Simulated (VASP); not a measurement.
Wanted: the native input for a VASP 6.6.1 run.

- Task: single point
- Functional: PBE
- Potentials or basis: VASP PAW PBE potentials, release 64 (Cr_pv)
- Cutoff: 520 eV
- k mesh: 11 × 11 × 11
- Occupations: fermi-dirac, width 0.1 eV
- Spin: no spin polarisation
- Dipole correction: no
- Further INCAR settings: ALGO = Normal; EDIFF = 1e-06; NBANDS = 19

The structure of Cr lies in POSCAR:

```
Cr
1.0
    0.0000000000      2.5499082060      2.5499082060
    2.5499082060      0.0000000000      2.5499082060
    2.5499082060      2.5499082060      0.0000000000
Cr
2
Direct
    0.1250000000      0.1250000000      0.1250000000
    0.8750000000      0.8750000000      0.8750000000
```

One way to write it, as run:

INCAR

```
SYSTEM = Cr
ALGO = Normal
EDIFF = 1E-6
ENCUT = 520
GGA = PE
ISIF = 2
ISMEAR = -1
LASPH = .TRUE.
LCHARG = .FALSE.
LREAL = .FALSE.
LWAVE = .FALSE.
NBANDS = 19
NELM = 80
PREC = Accurate
SIGMA = 0.1
```

KPOINTS

```
k-points
0
G
  11 11 11
  0 0 0
```

Potentials or basis: VASP PAW PBE potentials, release 64 (Cr_pv).

The run is started by

```bash
$ cat potpaw_PBE.64/Cr_pv/POTCAR > POTCAR
$ mpirun -np 1 vasp_std > vasp.out
```

It gave:

```
Pressure               : 0.2 GPa
Band gap on the k mesh : zero (band 12 reaches 6.57 eV, above the bottom of band 13 at 5.96 eV)
```

Caveat: the run has no spin polarisation, though such a crystal can be magnetic.

It took 26 s on 1 thread of Intel(R) Xeon(R) Platinum 8259CL CPU @ 2.50GHz (Skylake/Cascade Lake), on a shared host, peak memory 0.17 GiB.
